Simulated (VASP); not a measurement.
# GaN (F-43m) in VASP: vibrations by perturbation theory with PBEsol

Aim: the vibrations by perturbation theory of GaN with PBEsol.

Everything below comes from runs of VASP 6.6.1. Logs are shortened: lines on timing, memory, paths and dates and some standing lists are left out, and cuts for length are marked.

### Step 1. The cell of the first run

The structure is cubic, space group F-43m (No. 216). Conventional cell: a = 4.483 Å, b = 4.483 Å, c = 4.483 Å, α = 90.00°, β = 90.00°, γ = 90.00°. Ga (site symmetry -43m) has 4 N at 1.94 Å within 2.6 Å. N (site symmetry -43m) has 4 Ga at 1.94 Å within 2.6 Å.

### Step 2. Vibrations by perturbation theory, PBEsol

File INCAR:

```
SYSTEM = GaN
  ALGO = Normal
  EDIFF = 1E-8
  ENCUT = 520
  GGA = PS
  IBRION = 8
  ISIF = 2
  ISMEAR = 0
  LASPH = .TRUE.
  LCHARG = .FALSE.
  LEPSILON = .TRUE.
  LREAL = .FALSE.
  LWAVE = .FALSE.
  NBANDS = 16
  NELM = 80
  NSW = 1
  PREC = Accurate
  SIGMA = 0.01
```

File KPOINTS:

```
k-points
0
G
  10 10 10
  0 0 0
```

File POSCAR:

```
GaN
1.0
    0.0000000000      2.2412690756      2.2412690756
    2.2412690756      0.0000000000      2.2412690756
    2.2412690756      2.2412690756      0.0000000000
Ga N
1 1
Direct
    0.0000000000      0.0000000000      0.0000000000
    0.7500000000      0.7500000000      0.7500000000
```

Potentials or basis: VASP PAW PBE potentials, release 64 (Ga_d, N).

Launch:

```bash
cat potpaw_PBE.64/Ga_d/POTCAR potpaw_PBE.64/N/POTCAR > POTCAR
mpirun -np 1 vasp_std > vasp.out
```

OUTCAR:

```text
SYSTEM = GaN
   EDIFF = 1E-8
   ENCUT = 520
   GGA = PS
   IBRION = 8
   ISIF = 2
   ISMEAR = 0
   LASPH = .TRUE.
   LEPSILON = .TRUE.
   LREAL = .FALSE.
   NELM = 80
   NSW = 1
   PREC = Accurate

 ion  position               nearest neighbor table
   1  0.000  0.000  0.000-   2 1.94   2 1.94   2 1.94   2 1.94
   2  0.750  0.750  0.750-   1 1.94   1 1.94   1 1.94   1 1.94

  LATTYP: Found a face centered cubic cell.
 ALAT       =     4.4825381512

  Lattice vectors:

 A1 = (   0.0000000000,   2.2412690756,   2.2412690756)
 A2 = (   2.2412690756,   0.0000000000,   2.2412690756)
 A3 = (   2.2412690756,   2.2412690756,   0.0000000000)

Analysis of symmetry for initial positions (statically):
=====================================================================
 Subroutine PRICEL returns:
 Original cell was already a primitive cell.

 Routine SETGRP: Setting up the symmetry group for a
 face centered cubic supercell.

 Subroutine GETGRP returns: Found 24 space group operations
 (whereof 24 operations were pure point group operations)
 out of a pool of 48 trial point group operations.

The static configuration has the point symmetry T_d .

Analysis of symmetry for dynamics (positions and initial velocities):
=====================================================================
 Subroutine PRICEL returns:
 Original cell was already a primitive cell.

 Routine SETGRP: Setting up the symmetry group for a
 face centered cubic supercell.

 Subroutine GETGRP returns: Found 24 space group operations
 (whereof 24 operations were pure point group operations)
 out of a pool of 48 trial point group operations.

The dynamic configuration has the point symmetry T_d .

 Subroutine INISYM returns: Found 24 space group operations
 (whereof 24 operations are pure point group operations),
 and found     1 'primitive' translations

----------------------------------------------------------------------------------------

                                     Primitive cell

  volume of cell :      22.5171

  direct lattice vectors                    reciprocal lattice vectors
     0.000000000  2.241269076  2.241269076    -0.223087895  0.223087895  0.223087895
     2.241269076  0.000000000  2.241269076     0.223087895 -0.223087895  0.223087895
     2.241269076  2.241269076  0.000000000     0.223087895  0.223087895 -0.223087895

  length of vectors
     3.169633124  3.169633124  3.169633124     0.386399569  0.386399569  0.386399569

  position of ions in fractional coordinates (direct lattice)
     0.000000000  0.000000000  0.000000000
     0.750000000  0.750000000  0.750000000

  ion indices of the primitive-cell ions
   primitive index   ion index
                 1           1
                 2           2

----------------------------------------------------------------------------------------

 KPOINTS: k-points

Automatic generation of k-mesh.
 Grid dimensions read from file:
 generate k-points for:   10   10   10

 Generating k-lattice:

  Cartesian coordinates                     Fractional coordinates (reciprocal lattice)
    -0.022308789  0.022308789  0.022308789     0.100000000  0.000000000  0.000000000
     0.022308789 -0.022308789  0.022308789     0.000000000  0.100000000  0.000000000
     0.022308789  0.022308789 -0.022308789     0.000000000  0.000000000  0.100000000

  Length of vectors
     0.038639957  0.038639957  0.038639957

  Shift w.r.t. Gamma in fractional coordinates (k-lattice)
     0.000000000  0.000000000  0.000000000

 Subroutine IBZKPT returns following result:
 ===========================================

 Found     47 irreducible k-points:

 Following reciprocal coordinates:
            Coordinates               Weight
[... 560 lines left out ...]
  energy-cutoff  :      520.00
  volume of cell :       22.52
      direct lattice vectors                 reciprocal lattice vectors
     0.000000000  2.241269076  2.241269076    -0.223087895  0.223087895  0.223087895
     2.241269076  0.000000000  2.241269076     0.223087895 -0.223087895  0.223087895
     2.241269076  2.241269076  0.000000000     0.223087895  0.223087895 -0.223087895

 POSITION                                       TOTAL-FORCE (eV/Angst)
 -----------------------------------------------------------------------------------
      0.00000      0.00000      0.00000        -0.000000      0.000000      0.000000
      3.36190      3.36190      3.36190         0.000000     -0.000000     -0.000000
 -----------------------------------------------------------------------------------
    total drift:                               -0.000001     -0.000001     -0.000001

  FREE ENERGIE OF THE ION-ELECTRON SYSTEM (eV)
  ---------------------------------------------------
  free  energy   TOTEN  =       -13.1212339987 eV

  energy  without entropy=      -13.1212339987  energy(sigma->0) =      -13.12123400

 HEAD OF MICROSCOPIC STATIC DIELECTRIC TENSOR (INDEPENDENT PARTICLE, excluding Hartree and local field effects)
 ------------------------------------------------------
           6.138609     0.000000     0.000000
           0.000000     6.138609     0.000000
          -0.000000     0.000000     6.138609
 ------------------------------------------------------

 Free energy of the ion-electron system (eV)
  ---------------------------------------------------
  ---------------------------------------------------
  free energy    TOTEN  =        -0.32934869 eV

  energy without entropy =       -0.32934869

------------------------ aborting loop because EDIFF is reached ----------------------------------------

--------------------------------------- Ionic step        2  -------------------------------------------

------------------------ aborting loop because EDIFF is reached ----------------------------------------

--------------------------------------- Ionic step        3  -------------------------------------------

------------------------ aborting loop because EDIFF is reached ----------------------------------------

 PIEZOELECTRIC TENSOR FIELD DIRECTION 3  (e Angst)
 -----------------------------------------------------------------------------
    -0.00152  1.42571  0.00000           ( -0.00000  0.10074  0.00000)
     1.42571 -0.00152  0.00000           (  0.10074 -0.00000  0.00000)
     0.00000  0.00000  0.00199           (  0.00000  0.00000 -0.00000)

 PIEZOELECTRIC TENSOR FIELD DIRECTION 3  (C/m^2)
 -----------------------------------------------------------------------------
    -0.00108  1.01445  0.00000
     1.01445 -0.00108  0.00000
     0.00000  0.00000  0.00141

--------------------------------------- Ionic step        4  -------------------------------------------

------------------------ aborting loop because EDIFF is reached ----------------------------------------

[... ionic steps 5 to 6 ...]

--------------------------------------- Ionic step        7  -------------------------------------------

 Free energy of the ion-electron system (eV)
  ---------------------------------------------------
  ---------------------------------------------------
  free energy    TOTEN  =        -0.23204773 eV

  energy without entropy =       -0.23204773

------------------------ aborting loop because EDIFF is reached ----------------------------------------

 INTERNAL STRAIN TENSOR  FOR ION    2  DIRECTION 1   (eV/Angst):
 -----------------------------------------------------------------------------
     0.00109  0.00000  0.00000
     0.00000 -0.00388  8.73028
     0.00000  8.73028 -0.00388

 MACROSCOPIC STATIC DIELECTRIC TENSOR (including local field effects in DFT)
 ------------------------------------------------------
           5.959693    -0.000000    -0.000000
          -0.000000     5.959693     0.000000
          -0.000000    -0.000000     5.959693
 ------------------------------------------------------

 PIEZOELECTRIC TENSOR (including local field effects)  for field in x, y, z        (e  Angst)
          XX          YY          ZZ          XY          YZ          ZX
  --------------------------------------------------------------------------------
  x     0.00000     0.00000     0.00000     0.00000     1.42730     0.00000
  y    -0.00000     0.00000    -0.00000     0.00000     0.00000     1.42730
  z    -0.00000    -0.00000     0.00000     1.42730     0.00000     0.00000

 PIEZOELECTRIC TENSOR (including local field effects)  for field in x, y, z        (C/m^2)
          XX          YY          ZZ          XY          YZ          ZX
  --------------------------------------------------------------------------------
  x     0.00000     0.00000     0.00000     0.00000     1.01558     0.00000
  y    -0.00000     0.00000    -0.00000     0.00000     0.00000     1.01558
  z    -0.00000    -0.00000     0.00000     1.01558     0.00000     0.00000

 BORN EFFECTIVE CHARGES (including local field effects) (in |e|, cummulative output)
 ---------------------------------------------------------------------------------
 ion    1
    1     2.64679     0.00000     0.00000
    2     0.00000     2.64679     0.00000
    3    -0.00000    -0.00000     2.64679
 ion    2
    1    -2.64679    -0.00000    -0.00000
    2     0.00000    -2.64679     0.00000
    3     0.00000     0.00000    -2.64679

 INTERNAL STRAIN TENSOR FOR ION    2 for displacements in x,y,z  (eV/Angst):
          X           Y           Z          XY          YZ          ZX
  --------------------------------------------------------------------------------
  x    -0.00000     0.00000     0.00000     0.00000     8.73028     0.00000
  y     0.00000    -0.00000     0.00000     0.00000     0.00000     8.73028
  z     0.00000     0.00000    -0.00000     8.73028     0.00000     0.00000

 SECOND DERIVATIVES (NOT SYMMETRIZED)
 ------------------------------------
               1X          1Y          1Z          2X          2Y          2Z
  1X   -12.609380    0.000000    0.000000   12.609380    0.000000    0.000000
  1Y     0.000000  -12.609380    0.000000    0.000000   12.609380    0.000000
  1Z     0.000000    0.000000  -12.609380    0.000000    0.000000   12.609380
  2X    12.575862    0.000000    0.000000  -12.575862    0.000000    0.000000
  2Y     0.000000   12.575862    0.000000    0.000000  -12.575862    0.000000
  2Z     0.000000    0.000000   12.575862    0.000000    0.000000  -12.575862

 Eigenvectors and eigenvalues of the dynamical matrix
 ----------------------------------------------------

   1 f  =   16.239545 THz   102.036068 2PiTHz  541.692897 cm-1    67.161329 meV
             X         Y         Z           dx          dy          dz
      0.000000  0.000000  0.000000     0.000000   -0.409389    0.000000
      3.361904  3.361904  3.361904    -0.000000    0.912360    0.000000
[... 21 lines left out ...]
   6 f/i=    0.008072 THz     0.050721 2PiTHz    0.269268 cm-1     0.033385 meV
             X         Y         Z           dx          dy          dz
      0.000000  0.000000  0.000000     0.278841    0.684632   -0.534722
      3.361904  3.361904  3.361904     0.125120    0.307204   -0.239937

--------------------------------------------------------------------------------------------------------

 MACROSCOPIC STATIC DIELECTRIC TENSOR IONIC CONTRIBUTION
 ------------------------------------------------------
           4.470723     0.000000     0.000000
           0.000000     4.470723    -0.000000
           0.000000    -0.000000     4.470723
 ------------------------------------------------------

 ELASTIC MODULI CONTR FROM IONIC RELAXATION (kBar)
 Direction    XX          YY          ZZ          XY          YZ          ZX
 --------------------------------------------------------------------------------
 XX          -0.0000     -0.0000     -0.0000     -0.0000     -0.0000     -0.0000
 YY          -0.0000     -0.0000     -0.0000     -0.0000     -0.0000     -0.0000
 ZZ          -0.0000     -0.0000     -0.0000     -0.0000     -0.0000     -0.0000
 XY          -0.0000     -0.0000     -0.0000   -401.3398      0.0000      0.0000
 YZ          -0.0000     -0.0000     -0.0000      0.0000   -401.3398      0.0000
 ZX          -0.0000     -0.0000     -0.0000      0.0000      0.0000   -401.3398
 --------------------------------------------------------------------------------

 PIEZOELECTRIC TENSOR IONIC CONTR  for field in x, y, z        (C/m^2)
          XX          YY          ZZ          XY          YZ          ZX
  --------------------------------------------------------------------------------
  x    -0.00000    -0.00000    -0.00000    -0.00000    -1.26043    -0.00000
  y    -0.00000    -0.00000    -0.00000     0.00000     0.00000    -1.26043
  z    -0.00000    -0.00000    -0.00000    -1.26043     0.00000     0.00000
```

It took 9.3 min on 1 thread of Intel Xeon 8259CL, shared host; peak memory 0.27 GiB.

What came out:

```yaml
Electronic_dielectric_tensor_diagonal: 5.96
Born_charges_mean_of_the_diagonal: Ga +2.65; N -2.65 e
Highest_phonon_frequency_at_Γ_LO-TO_splitting_left_out: 542 cm⁻¹
```

Phonon frequencies in cm⁻¹ (negative: imaginary):
```
              q point        frequencies
(0.000, 0.000, 0.000)  0 0 0 542 542 542
```

Electronic dielectric tensor:
```
5.96 0.00 0.00
0.00 5.96 0.00
0.00 0.00 5.96
```

Born effective charge tensors (e):
atom 1, Ga
```
2.65 0.00 0.00
0.00 2.65 0.00
0.00 0.00 2.65
```
atom 2, N
```
-2.65  0.00  0.00
 0.00 -2.65  0.00
 0.00  0.00 -2.65
```

Caveat: the cell stands under pressure or tension, which shifts response properties.
